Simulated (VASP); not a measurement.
Write the native input for VASP 6.6.1 that does the following.

| Quantity | Value |
| --- | --- |
| Task | single point |
| Functional | PBEsol |
| Potentials or basis | VASP PAW PBE potentials, release 64 (Ta_pv) |
| Cutoff | 520 eV |
| k mesh | 24 × 24 × 24 |
| Occupations | fermi-dirac, width 0.1 eV |
| Spin | no spin polarisation |
| Dipole correction | no |
| Further INCAR settings | ALGO = Normal; EDIFF = 1e-07; NBANDS = 12 |

The structure of Ta lies in POSCAR:

```
Ta
1.0
   -1.6385205813      1.6385205813      1.6385205813
    1.6385205813     -1.6385205813      1.6385205813
    1.6385205813      1.6385205813     -1.6385205813
Ta
1
Direct
    0.0000000000      0.0000000000      0.0000000000
```

These files were run (other wordings do the same):

INCAR

```
SYSTEM = Ta
ALGO = Normal
EDIFF = 1E-7
ENCUT = 520
GGA = PS
ISIF = 2
ISMEAR = -1
LASPH = .TRUE.
LCHARG = .FALSE.
LREAL = .FALSE.
LWAVE = .FALSE.
NBANDS = 12
NELM = 60
PREC = Accurate
SIGMA = 0.1
```

KPOINTS

```
k-points
0
G
  24 24 24
  0 0 0
```

Potentials or basis: VASP PAW PBE potentials, release 64 (Ta_pv).

Run with:

```sh
$ cat potpaw_PBE.64/Ta_pv/POTCAR > POTCAR
$ mpirun -np 1 vasp_std > vasp.out
```

It gave:

- Pressure: 1.2 GPa

Caveat: the PAW data sets were made with another functional, which shifts forces and pressure a little.

It took 110 s on 1 thread of AMD EPYC 7R43 64-Core Processor (Zen 3) (shared host), peak memory 0.18 GiB.
